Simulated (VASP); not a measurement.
# ZnCu (Pm-3m) in VASP: settings compared

ZnCu is run at these levels: BLYP, LDA, PBEsol+D3(BJ), r2SCAN; tasks: relaxation of cell and atoms, single point.

Program: VASP 6.6.1. These are calculated values, not measurements. Logs are shortened: lines on timing, memory, paths and dates and some standing lists are left out, and cuts for length are marked.

**1. The cell of the first run**

It takes space group Pm-3m (No. 221, cubic). The conventional cell has a = 2.945 Å, b = 2.945 Å, c = 2.945 Å, α = 90.00°, β = 90.00°, γ = 90.00°. Within 3.4 Å of Zn (site symmetry m-3m) lie 8 Cu at 2.55 Å and 6 Zn at 2.94 Å. Cu (site symmetry m-3m) has 8 Zn at 2.55 Å and 6 Cu at 2.94 Å within 3.4 Å.

**2. Relaxation of cell and atoms, BLYP**

The input, INCAR:

```
  PREC = Accurate
  ENCUT = 820
  EDIFF = 1E-7
  ISMEAR = -1
  SIGMA = 0.05
  LREAL = F
  LASPH = T
  NELM = 120
  ALGO = Normal
  ISIF = 3
  LWAVE = F
  LCHARG = F
  GGA = B5
  ALDAX = 1.0
  AGGAX = 1.0
  AGGAC = 1.0
  ALDAC = 0.0
  IBRION = 2
  NSW = 60
  EDIFFG = -0.01
  GGA_COMPAT = F
  NELMIN = 4
```

The input, KPOINTS:

```
regular mesh
0
Gamma
  9 9 9
```

The input, POSCAR:

```
ZnCu
1.0
    2.9450000000      0.0000000000      0.0000000000
    0.0000000000      2.9450000000      0.0000000000
    0.0000000000      0.0000000000      2.9450000000
Zn Cu
1 1
Direct
    0.5000000000      0.5000000000      0.5000000000
    0.0000000000      0.0000000000      0.0000000000
```

Potentials or basis: VASP PAW PBE potentials, release 64 (Zn, Cu_sv_GW).

Run with:

```console
cat potpaw_PBE.64/Zn/POTCAR potpaw_PBE.64/Cu_sv_GW/POTCAR > POTCAR
mpirun -np 1 vasp_std > vasp.out
```

OUTCAR:

```text
PREC = Accurate
   ENCUT = 820
   EDIFF = 1E-7
   ISMEAR = -1
   LREAL = F
   LASPH = T
   NELM = 120
   ISIF = 3
   GGA = B5
   IBRION = 2
   NSW = 60
   EDIFFG = -0.01
   NELMIN = 4

 ion  position               nearest neighbor table
   1  0.500  0.500  0.500-   2 2.55   2 2.55   2 2.55   2 2.55   2 2.55   2 2.55   2 2.55   2 2.55

   2  0.000  0.000  0.000-   1 2.55   1 2.55   1 2.55   1 2.55   1 2.55   1 2.55   1 2.55   1 2.55

  LATTYP: Found a simple cubic cell.
 ALAT       =     2.9450000000

  Lattice vectors:

 A1 = (   2.9450000000,   0.0000000000,   0.0000000000)
 A2 = (   0.0000000000,   2.9450000000,   0.0000000000)
 A3 = (   0.0000000000,   0.0000000000,   2.9450000000)

Analysis of symmetry for initial positions (statically):
=====================================================================
 Subroutine PRICEL returns:
 Original cell was already a primitive cell.

 Routine SETGRP: Setting up the symmetry group for a
 simple cubic supercell.

 Subroutine GETGRP returns: Found 48 space group operations
 (whereof 48 operations were pure point group operations)
 out of a pool of 48 trial point group operations.

The static configuration has the point symmetry O_h .

Analysis of symmetry for dynamics (positions and initial velocities):
=====================================================================
 Subroutine PRICEL returns:
 Original cell was already a primitive cell.

 Routine SETGRP: Setting up the symmetry group for a
 simple cubic supercell.

 Subroutine GETGRP returns: Found 48 space group operations
 (whereof 48 operations were pure point group operations)
 out of a pool of 48 trial point group operations.

The dynamic configuration has the point symmetry O_h .

 Subroutine INISYM returns: Found 48 space group operations
 (whereof 48 operations are pure point group operations),
 and found     1 'primitive' translations

----------------------------------------------------------------------------------------

                                     Primitive cell

  volume of cell :      25.5421

  direct lattice vectors                    reciprocal lattice vectors
     2.945000000  0.000000000  0.000000000     0.339558574  0.000000000  0.000000000
     0.000000000  2.945000000  0.000000000     0.000000000  0.339558574  0.000000000
     0.000000000  0.000000000  2.945000000     0.000000000  0.000000000  0.339558574

  length of vectors
     2.945000000  2.945000000  2.945000000     0.339558574  0.339558574  0.339558574

  position of ions in fractional coordinates (direct lattice)
     0.500000000  0.500000000  0.500000000
[... 62 lines left out ...]
   total plane-waves  NPLWV =  21952
   dimension x,y,z NGX =    28 NGY =   28 NGZ =   28
   dimension x,y,z NGXF=    56 NGYF=   56 NGZF=   56
   ions per type =               1   1
   NGX,Y,Z   is equivalent  to a cutoff of  15.81, 15.81, 15.81 a.u.
   NGXF,Y,Z  is equivalent  to a cutoff of  31.61, 31.61, 31.61 a.u.
 SYSTEM =  unknown system
   PREC   = accura    normal or accurate (medium, high low for compatibility)
   ISTART =      0    job   : 0-new  1-cont  2-samecut
   ICHARG =      2    charge: 1-file 2-atom 10-const
   ISPIN  =      1    spin polarized calculation?
   LNONCOLLINEAR =      F non collinear calculations
   LSORBIT =      F    spin-orbit coupling
   LASPH  =      T    aspherical Exc in radial PAW
   ENCUT  =  820.0 eV  60.27 Ry    7.76 a.u.   6.88  6.88  6.88*2*pi/ulx,y,z
   NELM   =    120;   NELMIN=  4; NELMDL= -5     # of ELM steps
   EDIFF  = 0.1E-06   stopping-criterion for ELM
   LREAL  =      F    real-space projection
   EDIFFG = -.1E-01   stopping-criterion for IOM
   NSW    =     60    number of steps for IOM
   IBRION =      2    ionic relax: 0-MD 1-quasi-New 2-CG
   NFREE  =      1    steps in history (QN), initial steepest desc. (CG)
   ISIF   =      3    stress and relaxation
   ISYM   =      2    0-nonsym 1-usesym 2-fastsym
   POTIM  = 0.5000    time-step for ionic-motion
   TEBEG  =    0.0;   TEEND  =   0.0 temperature during run
   PSTRESS=    0.0 pullay stress
   NELECT =      31.0000    total number of electrons
   NUPDOWN=      -1.0000    fix difference up-down
   EMIN   =  10.00;   EMAX   =-10.00  energy-range for DOS
   EFERMI =   0.00;   METHOD = LEGACY
   ISMEAR =    -1;   SIGMA  =   0.05  broadening in eV -4-tet -1-fermi 0-gaus
   EFERMI_NEDOS =   21; number of points for ismear=-14 and -15
   IALGO  =     38    algorithm
   IMIX   =      4    mixing-type and parameters
     AMIX     =   0.40;   BMIX     =  1.00
     AMIX_MAG =   1.60;   BMIX_MAG =  1.00
  volume/ion in A,a.u.               =      12.77        86.18
  Fermi-wavevector in a.u.,A,eV,Ry     =   1.746265  3.299962 41.490160  3.049441
  Thomas-Fermi vector in A             =   2.817792
   LORBIT       =      0    0 simple, 1 ext, 2 COOP (PROOUT), +10 PAW based schemes
   GGA     = B5    functional components
   LHFCALC =     F    Hartree Fock is set to
   AEXX    =    0.0000 exact exchange contribution
   IVDW    =     0    specifies the selected vdW correction
   LEPSILON=     F    determine dielectric tensor
   LRPA    =     F    only Hartree local field effects (RPA)
 conjugate gradient relaxation of ions
 non-spin polarized calculation
  energy-cutoff  :      820.00
  volume of cell :       25.54
 maximum number of plane-waves:      1377
 NGX is ok and might be reduce to    28
   NGX = 13   NGY = 13   NGZ = 13

--------------------------------------- Ionic step        1  -------------------------------------------

 number of electron      30.9999987 magnetization

 Free energy of the ion-electron system (eV)
  ---------------------------------------------------
  ext. energy  EPLUGINS =         0.00000000
  ---------------------------------------------------
  free energy    TOTEN  =        -3.42986740 eV

  energy without entropy =       -3.42553209  energy(sigma->0) =       -3.42769974

 E-fermi :   6.1411     XC(G=0): -12.1610

 val. band max:        6.1042014768   @ k =   0.3333   0.3333   0.0000
 cond. band min:       6.2532733504   @ k =   0.3333   0.2222   0.1111
 fundamental gap:      0.1490718736
 Fermi energy:         6.1410650458

 k-point     1 :       0.0000    0.0000    0.0000
  band No.  band energies     occupation
      1    -106.5092      2.00000
      2     -64.1725      2.00000
      3     -64.1725      2.00000
      4     -64.1725      2.00000
      5      -4.2683      2.00000
      6      -1.9962      2.00000
[... 590 lines left out ...]
--------------------------------------- Ionic step        3  -------------------------------------------

 number of electron      31.0000010 magnetization

 Free energy of the ion-electron system (eV)
  ---------------------------------------------------
  ext. energy  EPLUGINS =         0.00000000
  ---------------------------------------------------
  free energy    TOTEN  =        -3.48867611 eV

  energy without entropy =       -3.48361854  energy(sigma->0) =       -3.48614732

 E-fermi :   5.3924     XC(G=0): -11.7065

 val. band max:        5.2247352173   @ k =   0.3333   0.2222   0.0000
 cond. band min:       5.4262077057   @ k =   0.3333   0.3333   0.0000
 fundamental gap:      0.2014724884
 Fermi energy:         5.3923838436

 k-point     1 :       0.0000    0.0000    0.0000
  band No.  band energies     occupation
      1    -107.0542      2.00000
      2     -64.7217      2.00000
      3     -64.7217      2.00000
      4     -64.7217      2.00000
      5      -4.4135      2.00000
      6      -2.4950      2.00000
[... 548 lines left out ...]
  FREE ENERGIE OF THE ION-ELECTRON SYSTEM (eV)
  ---------------------------------------------------
  free  energy   TOTEN  =        -3.4886761095 eV

  energy  without entropy=       -3.4836185384  energy(sigma->0) =       -3.48614732

 reached required accuracy - stopping structural energy minimisation
```

It took 96 s on 1 thread of AMD EPYC 9R45 (Zen 5), shared host; peak memory 0.17 GiB.

Results:

- Free energy: -3.4887 eV
- Relaxed volume: 13.82 Å³/atom
- Relaxed cell: a = 3.024 Å, b = 3.024 Å, c = 3.024 Å, α = 90.00°, β = 90.00°, γ = 90.00°
- Space group after relaxing (to 0.1 Å): Pm-3m (No. 221)
- Energy gained by relaxing: 29.4 meV/atom
- Ionic steps: 3
- Pressure after relaxing: 0.1 GPa
- Band gap on the k mesh: zero (an odd number of electrons rules out a gap without spin polarisation)

Step by step:
| step | energy change (eV) | largest force (eV/Å) | pressure (GPa) | volume (Å³) |
| --- | --- | --- | --- | --- |
| 1 | 0.0000 | 0.0000 | 9.61 | 25.54 |
| 2 | -0.0515 | 0.0000 | -2.79 | 28.48 |
| 3 | -0.0588 | 0.0000 | 0.09 | 27.65 |

Final structure:
```xyz
2
Lattice="3.0238 0.0000 0.0000 0.0000 3.0238 0.0000 0.0000 0.0000 3.0238" Properties=species:S:1:pos:R:3 pbc="T T T"
Zn    1.5119    1.5119    1.5119
Cu    0.0000    0.0000    0.0000
```

Levels at points of the mesh, in eV from the Fermi level:
```
           k point  band 13  band 14  band 15  band 16  band 17  band 18
(0.00, 0.00, 0.00)    -2.76    -2.76    -2.76     5.81     5.81     5.81
```

Caveat: the PAW data sets were made with another functional, which shifts forces and pressure a little. BLYP gives volumes clearly too large for solids.

**3. Relaxation of cell and atoms, LDA**

The input, INCAR:

```
SYSTEM = ZnCu
  ALGO = Normal
  EDIFF = 1E-7
  EDIFFG = -0.01
  ENCUT = 820
  GGA = CA
  GGA_COMPAT = .FALSE.
  IBRION = 2
  ISIF = 3
  ISMEAR = -1
  LASPH = .TRUE.
  LCHARG = .FALSE.
  LREAL = .FALSE.
  LWAVE = .FALSE.
  NELM = 120
  NELMIN = 4
  NSW = 60
  PREC = Accurate
  SIGMA = 0.05
```

The input, KPOINTS:

```
k-points
0
G
  9 9 9
  0 0 0
```

POSCAR is that of step 2.

Potentials or basis: VASP PAW LDA potentials, release 64 (Zn, Cu_sv_GW).

Run with:

```console
cat potpaw_LDA.64/Zn/POTCAR potpaw_LDA.64/Cu_sv_GW/POTCAR > POTCAR
mpirun -np 1 vasp_std > vasp.out
```

Run time: 66 s. Hardware: 1 thread of AMD EPYC 9R45 (Zen 5), shared host; peak memory 0.16 GiB.

It converged, with:

```yaml
Free_energy: -6.9349 eV
Relaxed_volume: 11.88 Å³/atom
Relaxed_cell: a = 2.875 Å, b = 2.875 Å, c = 2.875 Å, α = 90.00°, β = 90.00°, γ = 90.00°
Space_group_after_relaxing_to_0.1_Å: Pm-3m (No. 221)
Energy_gained_by_relaxing: 28.8 meV/atom
Ionic_steps: 3
Pressure_after_relaxing: 0.0 GPa
Band_gap_on_the_k_mesh: zero (an odd number of electrons rules out a gap without spin polarisation)
```

Step by step:
```
step  energy change (eV)  largest force (eV/Å)  pressure (GPa)  volume (Å³)
   1              0.0000                0.0000           -9.62        25.54
   2             -0.0375                0.0000            6.97        22.81
   3             -0.0576                0.0000           -0.02        23.76
```

Final structure:
```
CELL_PARAMETERS angstrom
2.87487 0.00000 0.00000
0.00000 2.87487 0.00000
0.00000 0.00000 2.87487
ATOMIC_POSITIONS crystal
Zn 0.50000 0.50000 0.50000
Cu 0.00000 0.00000 0.00000
```

Levels at points of the mesh, in eV from the Fermi level:
| k point | band 13 | band 14 | band 15 | band 16 | band 17 | band 18 |
| --- | --- | --- | --- | --- | --- | --- |
| (0.00, 0.00, 0.00) | -2.94 | -2.94 | -2.94 | 6.35 | 6.35 | 6.35 |

LDA usually gives volumes a few per cent too small. Zero-point motion and thermal expansion aren't in these numbers.

**4. Relaxation of cell and atoms, PBEsol+D3(BJ)**

The input, INCAR:

```
SYSTEM = ZnCu
  PREC = Accurate
  ENCUT = 820
  EDIFF = 1E-7
  ISMEAR = -1
  SIGMA = 0.05
  LREAL = .False.
  LASPH = .True.
  NELM = 120
  ALGO = Normal
  ISIF = 3
  LWAVE = .False.
  LCHARG = .False.
  GGA = PS
  IVDW = 12
  IBRION = 2
  NSW = 60
  EDIFFG = -0.01
  GGA_COMPAT = .False.
  NELMIN = 4
```

The input, KPOINTS:

```
regular mesh
0
Gamma
  9 9 9
  0 0 0
```

POSCAR is that of step 3.

Potentials or basis: VASP PAW PBE potentials, release 64 (Zn, Cu_sv_GW).

Run with:

```console
cat potpaw_PBE.64/Zn/POTCAR potpaw_PBE.64/Cu_sv_GW/POTCAR > POTCAR
mpirun -np 1 vasp_std > vasp.out
```

It took 59 s on 1 thread of Intel Xeon Platinum 8488C (Sapphire Rapids), shared host; peak memory 0.21 GiB.

It converged, with:

```
Free energy                           : -7.1230 eV
Relaxed volume                        : 11.81 Å³/atom
Relaxed cell                          : a = 2.869 Å, b = 2.869 Å, c = 2.869 Å, α = 90.00°, β = 90.00°, γ = 90.00°
Space group after relaxing (to 0.1 Å) : Pm-3m (No. 221)
Energy gained by relaxing             : 34.1 meV/atom
Ionic steps                           : 3
Pressure after relaxing               : 0.0 GPa
Band gap on the k mesh                : zero (an odd number of electrons rules out a gap without spin polarisation)
Dispersion energy per atom            : -0.493 eV
```

The path:
| step | energy change (eV) | largest force (eV/Å) | pressure (GPa) | volume (Å³) |
| --- | --- | --- | --- | --- |
| 1 | 0.0000 | 0.0000 | -10.45 | 25.54 |
| 2 | -0.0442 | 0.0000 | 7.85 | 22.58 |
| 3 | -0.0683 | 0.0000 | -0.03 | 23.61 |

Final structure:
```
Zn Cu
1.0
     2.86880    0.00000    0.00000
     0.00000    2.86880    0.00000
     0.00000    0.00000    2.86880
Zn Cu
1 1
Direct
  0.50000 0.50000 0.50000
  0.00000 0.00000 0.00000
```

Levels at points of the mesh, in eV from the Fermi level:
| k point | band 13 | band 14 | band 15 | band 16 | band 17 | band 18 |
| --- | --- | --- | --- | --- | --- | --- |
| (0.00, 0.00, 0.00) | -2.89 | -2.89 | -2.89 | 6.40 | 6.40 | 6.40 |

Caveat: the PAW data sets were made with another functional, which shifts forces and pressure a little.

**5. Single point, r2SCAN**

This run uses another cell than the first one, of 12.52 Å³/atom.

The input, POSCAR:

```
ZnCu
1.0
    2.9252343038      0.0000000000      0.0000000000
    0.0000000000      2.9252343038      0.0000000000
    0.0000000000      0.0000000000      2.9252343038
Zn Cu
1 1
Direct
    0.5000000000      0.5000000000      0.5000000000
    0.0000000000      0.0000000000      0.0000000000
```

The input, INCAR.step1:

```
PREC = Accurate
ENCUT = 900
ISMEAR = -1
SIGMA = 0.05
LREAL = F
LASPH = T
NELM = 120
NBANDS = 22
GGA = PE
ALGO = Normal
EDIFF = 1E-5
LWAVE = T
LCHARG = F
GGA_COMPAT = F
```

The input, INCAR.step2:

```
PREC = Accurate
ENCUT = 900
EDIFF = 1E-6
ISMEAR = -1
SIGMA = 0.05
LREAL = F
LASPH = T
NELM = 120
ALGO = Normal
ISIF = 2
LWAVE = F
LCHARG = F
METAGGA = R2SCAN
LMIXTAU = T
NBANDS = 22
ISTART = 1
GGA_COMPAT = F
```

The input, KPOINTS:

```
Automatic mesh
0
Gamma
  9 9 9
```

Run with:

```console
cat potpaw_PBE.64/Zn/POTCAR potpaw_PBE.64/Cu_sv_GW/POTCAR > POTCAR
cp INCAR.step1 INCAR
mpirun -np 1 vasp_std > vasp.out
cp INCAR.step2 INCAR
mpirun -np 1 vasp_std > vasp.out
```

Run time: 3 min. Hardware: 1 thread of Intel Xeon Platinum 8259CL at 2.50GHz (Skylake/Cascade Lake), shared host; peak memory 0.22 GiB.

Results (log left out):

```yaml
Free_energy: -20.0032 eV
Pressure: -0.4 GPa
Band_gap_on_the_k_mesh: zero (an odd number of electrons rules out a gap without spin polarisation)
```

Levels at points of the mesh, in eV from the Fermi level:
| k point | band 13 | band 14 | band 15 | band 16 | band 17 | band 18 |
| --- | --- | --- | --- | --- | --- | --- |
| (0.00, 0.00, 0.00) | -2.88 | -2.88 | -2.88 | 6.61 | 6.61 | 6.61 |

Caveat: the PAW data sets were made with another functional, which shifts forces and pressure a little.

**6. Summary**

```csv
task,level,potentials or basis,cell,cutoff (eV),gap on the mesh (eV),pressure (GPa),relaxed volume (Å³/atom)
relaxation of cell and atoms,BLYP,"VASP PAW PBE potentials, release 64 (Zn, Cu_sv_GW)","relaxed from a = 2.945 Å, 2 atoms",820,none,0.1,13.82
relaxation of cell and atoms,LDA,"VASP PAW LDA potentials, release 64 (Zn, Cu_sv_GW)","relaxed from a = 2.945 Å, 2 atoms",820,none,0.0,11.88
relaxation of cell and atoms,PBEsol+D3(BJ),"VASP PAW PBE potentials, release 64 (Zn, Cu_sv_GW)","relaxed from a = 2.945 Å, 2 atoms",820,none,0.0,11.81
single point,r2SCAN,"VASP PAW PBE potentials, release 64 (Zn, Cu_sv_GW)","a = 2.925 Å, 2 atoms",900,none,-0.4,-
```

Alike in all rows: no spin polarisation; k mesh 9 × 9 × 9; smearing fermi-dirac 0.05 eV.

Caveats: the PAW data sets were made with another functional, which shifts forces and pressure a little (at least some runs).

Absolute energies hang on the potentials; compare differences alone.

The gap in the log of VASP goes by the Fermi energy; the results here count the filled bands.